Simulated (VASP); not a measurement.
# Al (Im-3m) in VASP: further runs, part 2 of 2

VASP 6.6.1. The steps go on from the part before.

**3. Relaxation of cell and atoms, PBEsol, target pressure 60 GPa, at which the enthalpy is minimised**

Contents of INCAR:

```
PREC = Accurate
ENCUT = 500
EDIFF = 1E-7
ISMEAR = -1
SIGMA = 0.05
LREAL = F
LASPH = T
NELM = 120
ALGO = Normal
ISIF = 3
LWAVE = F
LCHARG = F
GGA = PS
IBRION = 2
NSW = 60
EDIFFG = -0.03
PSTRESS = 600.0
GGA_COMPAT = F
NELMIN = 4
```

Contents of KPOINTS:

```
Automatic mesh
0
Gamma
  11 11 11
```

Contents of POSCAR:

```
Al
1.0
   -1.6050000000      1.6050000000      1.6050000000
    1.6050000000     -1.6050000000      1.6050000000
    1.6050000000      1.6050000000     -1.6050000000
Al
1
Direct
    0.0000000000      0.0000000000      0.0000000000
```

Potentials or basis: VASP PAW PBE potentials, release 64 (Al).

On the command line:

```sh
> cat potpaw_PBE.64/Al/POTCAR > POTCAR
> mpirun -np 1 vasp_std > vasp.out
```

OUTCAR:

```text
PREC = Accurate
   ENCUT = 500
   EDIFF = 1E-7
   ISMEAR = -1
   LREAL = F
   LASPH = T
   NELM = 120
   ISIF = 3
   GGA = PS
   IBRION = 2
   NSW = 60
   EDIFFG = -0.03
   PSTRESS = 600.0
   NELMIN = 4

 ion  position               nearest neighbor table
   1  0.000  0.000  0.000-

  LATTYP: Found a body centered cubic cell.
 ALAT       =     3.2100000000

  Lattice vectors:

 A1 = (  -1.6050000000,   1.6050000000,   1.6050000000)
 A2 = (   1.6050000000,  -1.6050000000,   1.6050000000)
 A3 = (   1.6050000000,   1.6050000000,  -1.6050000000)

Analysis of symmetry for initial positions (statically):
=====================================================================
 Subroutine PRICEL returns:
 Original cell was already a primitive cell.

 Routine SETGRP: Setting up the symmetry group for a
 body centered cubic supercell.

 Subroutine GETGRP returns: Found 48 space group operations
 (whereof 48 operations were pure point group operations)
 out of a pool of 48 trial point group operations.

The static configuration has the point symmetry O_h .

Analysis of symmetry for dynamics (positions and initial velocities):
=====================================================================
 Subroutine PRICEL returns:
 Original cell was already a primitive cell.

 Routine SETGRP: Setting up the symmetry group for a
 body centered cubic supercell.

 Subroutine GETGRP returns: Found 48 space group operations
 (whereof 48 operations were pure point group operations)
 out of a pool of 48 trial point group operations.

The dynamic configuration has the point symmetry O_h .

 Subroutine INISYM returns: Found 48 space group operations
 (whereof 48 operations are pure point group operations),
 and found     1 'primitive' translations

----------------------------------------------------------------------------------------

                                     Primitive cell

  volume of cell :      16.5381

  direct lattice vectors                    reciprocal lattice vectors
    -1.605000000  1.605000000  1.605000000     0.000000000  0.311526480  0.311526480
     1.605000000 -1.605000000  1.605000000     0.311526480  0.000000000  0.311526480
     1.605000000  1.605000000 -1.605000000     0.311526480  0.311526480  0.000000000

  length of vectors
     2.779941546  2.779941546  2.779941546     0.440564973  0.440564973  0.440564973

  position of ions in fractional coordinates (direct lattice)
     0.000000000  0.000000000  0.000000000

  ion indices of the primitive-cell ions
   primitive index   ion index
                 1           1

----------------------------------------------------------------------------------------

 KPOINTS: Automatic mesh

Automatic generation of k-mesh.
 Grid dimensions read from file:
 generate k-points for:   11   11   11

 Generating k-lattice:

  Cartesian coordinates                     Fractional coordinates (reciprocal lattice)
     0.000000000  0.028320589  0.028320589     0.090909091  0.000000000  0.000000000
     0.028320589  0.000000000  0.028320589     0.000000000  0.090909091  0.000000000
     0.028320589  0.028320589  0.000000000     0.000000000  0.000000000  0.090909091

  Length of vectors
     0.040051361  0.040051361  0.040051361

  Shift w.r.t. Gamma in fractional coordinates (k-lattice)
     0.000000000  0.000000000  0.000000000

 Subroutine IBZKPT returns following result:
 ===========================================

 Found     56 irreducible k-points:

 Following reciprocal coordinates:
            Coordinates               Weight
  0.000000  0.000000  0.000000      1.000000
  0.090909  0.000000  0.000000     12.000000
  0.181818  0.000000  0.000000     12.000000
  0.272727  0.000000  0.000000     12.000000
  0.363636  0.000000  0.000000     12.000000
  0.454545  0.000000  0.000000     12.000000
[... 16 lines left out ...]
  0.272727  0.181818  0.090909     48.000000
  0.363636  0.181818  0.090909     24.000000
 [... further k-points ...]
   k-points           NKPTS =     56   k-points in BZ     NKDIM =     56   number of bands    NBANDS=      5
   number of dos      NEDOS =    301   number of ions     NIONS =      1
   total plane-waves  NPLWV =   8000
   dimension x,y,z NGX =    20 NGY =   20 NGZ =   20
   dimension x,y,z NGXF=    40 NGYF=   40 NGZF=   40
   ions per type =               1
   NGX,Y,Z   is equivalent  to a cutoff of  11.96, 11.96, 11.96 a.u.
   NGXF,Y,Z  is equivalent  to a cutoff of  23.92, 23.92, 23.92 a.u.
 SYSTEM =  unknown system
   PREC   = accura    normal or accurate (medium, high low for compatibility)
   ISTART =      0    job   : 0-new  1-cont  2-samecut
   ICHARG =      2    charge: 1-file 2-atom 10-const
   ISPIN  =      1    spin polarized calculation?
   LNONCOLLINEAR =      F non collinear calculations
   LSORBIT =      F    spin-orbit coupling
   LASPH  =      T    aspherical Exc in radial PAW
   ENCUT  =  500.0 eV  36.75 Ry    6.06 a.u.   5.07  5.07  5.07*2*pi/ulx,y,z
   NELM   =    120;   NELMIN=  4; NELMDL= -5     # of ELM steps
   EDIFF  = 0.1E-06   stopping-criterion for ELM
   LREAL  =      F    real-space projection
   EDIFFG = -.3E-01   stopping-criterion for IOM
   NSW    =     60    number of steps for IOM
   IBRION =      2    ionic relax: 0-MD 1-quasi-New 2-CG
   NFREE  =      1    steps in history (QN), initial steepest desc. (CG)
   ISIF   =      3    stress and relaxation
   ISYM   =      2    0-nonsym 1-usesym 2-fastsym
   POTIM  = 0.5000    time-step for ionic-motion
   TEBEG  =    0.0;   TEEND  =   0.0 temperature during run
   PSTRESS=  600.0 pullay stress
   NELECT =       3.0000    total number of electrons
   NUPDOWN=      -1.0000    fix difference up-down
   EMIN   =  10.00;   EMAX   =-10.00  energy-range for DOS
   EFERMI =   0.00;   METHOD = LEGACY
   ISMEAR =    -1;   SIGMA  =   0.05  broadening in eV -4-tet -1-fermi 0-gaus
   EFERMI_NEDOS =   21; number of points for ismear=-14 and -15
   IALGO  =     38    algorithm
   IMIX   =      4    mixing-type and parameters
     AMIX     =   0.40;   BMIX     =  1.00
     AMIX_MAG =   1.60;   BMIX_MAG =  1.00
  volume/ion in A,a.u.               =      16.54       111.60
  Fermi-wavevector in a.u.,A,eV,Ry     =   0.926731  1.751267 11.685089  0.858830
  Thomas-Fermi vector in A             =   2.052725
   LORBIT       =      0    0 simple, 1 ext, 2 COOP (PROOUT), +10 PAW based schemes
   GGA     = PS    functional components
   LHFCALC =     F    Hartree Fock is set to
   AEXX    =    0.0000 exact exchange contribution
   IVDW    =     0    specifies the selected vdW correction
   LEPSILON=     F    determine dielectric tensor
   LRPA    =     F    only Hartree local field effects (RPA)
 conjugate gradient relaxation of ions
 non-spin polarized calculation
  energy-cutoff  :      500.00
  volume of cell :       16.54
 maximum number of plane-waves:       429
   NGX = 11   NGY = 11   NGZ = 11

--------------------------------------- Ionic step        1  -------------------------------------------

 number of electron       3.0000000 magnetization

 Free energy of the ion-electron system (eV)
  ---------------------------------------------------
  ext. energy  EPLUGINS =         0.00000000
  ---------------------------------------------------
  free energy    TOTEN  =        -3.99594996 eV

  energy without entropy =       -3.99112065  energy(sigma->0) =       -3.99353531

 E-fermi :   7.9461     XC(G=0): -10.2522

 val. band max:        7.9238855353   @ k =   0.3636   0.2727   0.0000
 cond. band min:       7.9570064343   @ k =  -0.3636  -0.4545   0.1818
 fundamental gap:      0.0331208990
 Fermi energy:         7.9461444141

 k-point     1 :       0.0000    0.0000    0.0000
  band No.  band energies     occupation
      1      -3.1834      2.00000
      2      21.1552      0.00000
      3      21.1552      0.00000
      4      21.1552      0.00000
      5      22.5715      0.00000

 k-point     2 :       0.0909    0.0000    0.0000
  band No.  band energies     occupation
      1      -2.9460      2.00000
      2      18.6813      0.00000
      3      19.8231      0.00000
      4      20.2918      0.00000
      5      21.7060      0.00000
[... 321 lines left out ...]
  enthalpy is  TOTEN    =         0.9918316692 eV   P V=        4.4295325349

--------------------------------------- Ionic step        5  -------------------------------------------

 number of electron       3.0000000 magnetization

 Free energy of the ion-electron system (eV)
  ---------------------------------------------------
  ext. energy  EPLUGINS =         0.00000000
  ---------------------------------------------------
  free energy    TOTEN  =        -3.28971932 eV

  energy without entropy =       -3.28642586  energy(sigma->0) =       -3.28807259

 E-fermi :  12.4712     XC(G=0): -11.6963

 val. band max:       12.4182907484   @ k =  -0.3636   0.4545   0.1818
 cond. band min:      12.5817525298   @ k =   0.3636   0.0000   0.0000
 fundamental gap:      0.1634617815
 Fermi energy:        12.4711514483

 k-point     1 :       0.0000    0.0000    0.0000
  band No.  band energies     occupation
      1      -1.5285      2.00000
      2      28.1186      0.00000
      3      28.1186      0.00000
      4      28.1186      0.00000
      5      31.8643      0.00000

 k-point     2 :       0.0909    0.0000    0.0000
  band No.  band energies     occupation
      1      -1.2256      2.00000
      2      25.6120      0.00000
      3      26.9463      0.00000
      4      27.4152      0.00000
      5      30.1902      0.00000
[... 204 lines left out ...]
  FREE ENERGIE OF THE ION-ELECTRON SYSTEM (eV)
  ---------------------------------------------------
  free  energy   TOTEN  =        -3.2897193197 eV

  energy  without entropy=       -3.2864258560  energy(sigma->0) =       -3.28807259

  enthalpy is  TOTEN    =         0.9790862210 eV   P V=        4.2688055408

 reached required accuracy - stopping structural energy minimisation
```

OSZICAR:

```text
N       E                     dE             d eps       ncg     rms          rms(c)
DAV:   1    -0.181749813939E+01   -0.18175E+01   -0.89028E+02   610   0.321E+02
DAV:   2    -0.400956516816E+01   -0.21921E+01   -0.20488E+01   715   0.300E+01
DAV:   3    -0.402531121589E+01   -0.15746E-01   -0.15742E-01   760   0.301E+00
[... 39 lines left out ...]
DAV:   2    -0.328989618629E+01    0.27195E-03   -0.32856E-04   685   0.176E-01    0.834E-02
DAV:   3    -0.328973185099E+01    0.16434E-03   -0.25929E-05   665   0.381E-02    0.259E-02
DAV:   4    -0.328971971478E+01    0.12136E-04   -0.40673E-06   665   0.143E-02    0.201E-02
DAV:   5    -0.328971931782E+01    0.39696E-06   -0.46520E-08   510   0.237E-03    0.956E-05
DAV:   6    -0.328971931973E+01   -0.19069E-08   -0.70488E-10   290   0.246E-04
   5 F= 0.97908622E+00 E0= 0.98073295E+00  d E =-.121832E+01
```

CONTCAR:

```text
Al
   1.00000000000000
    -1.4177573390397706    1.4177573390397706    1.4177573390397706
     1.4177573390397706   -1.4177573390397706    1.4177573390397706
     1.4177573390397706    1.4177573390397706   -1.4177573390397706
  Al
     1
Direct
     0.0000000000000000    0.0000000000000000    0.0000000000000000

  0.00000000E+00  0.00000000E+00  0.00000000E+00
```

Wall time 8.3 s (1 thread of AMD EPYC 9R14 (Zen 4), shared host); peak memory 0.09 GiB.

What came out:

```
Free energy                                                : -3.2897 eV
Relaxed volume                                             : 11.40 Å³/atom
Relaxed cell                                               : a = 2.456 Å, b = 2.456 Å, c = 2.456 Å, α = 109.47°, β = 109.47°, γ = 109.47°
Space group after relaxing (to 0.1 Å)                      : Im-3m (No. 229)
Energy change on relaxing (the run minimises the enthalpy) : +706.2 meV/atom
Ionic steps                                                : 5
Pressure after relaxing                                    : 60.4 GPa
Band gap on the k mesh                                     : zero (an odd number of electrons rules out a gap without spin polarisation)
```

Step by step:
| step | energy change (eV) | largest force (eV/Å) | pressure (GPa) | volume (Å³) |
| --- | --- | --- | --- | --- |
| 1 | 0.0000 | 0.0000 | 0.24 | 16.54 |
| 2 | 9.3302 | 0.0000 | 672.69 | 5.73 |
| 3 | 0.4027 | 0.0000 | 39.59 | 12.38 |
| 4 | 0.5582 | 0.0000 | 50.38 | 11.83 |
| 5 | 0.7062 | 0.0000 | 60.38 | 11.40 |

Final structure:
```cif
data_structure
_symmetry_space_group_name_H-M 'P 1'
_symmetry_Int_Tables_number 1
_cell_length_a 2.4556
_cell_length_b 2.4556
_cell_length_c 2.4556
_cell_angle_alpha 109.471
_cell_angle_beta 109.471
_cell_angle_gamma 109.471
_cell_volume 11.40
loop_
_atom_site_label
_atom_site_type_symbol
_atom_site_fract_x
_atom_site_fract_y
_atom_site_fract_z
_atom_site_occupancy
Al1 Al 0.00000 0.00000 0.00000 1
```

Levels at points of the mesh, in eV from the Fermi level:
```tsv
k point	band 1	band 2	band 3	band 4	band 5
(0.00, 0.00, 0.00)	-14.00	15.65	15.65	15.65	19.39
```

Caveat: the cell is relaxed towards a set pressure, so the run minimises the enthalpy, not the energy; the volume moved by over 15 % at a fixed basis, so the end points are rough; the PAW data sets were made with another functional, which shifts forces and pressure a little.
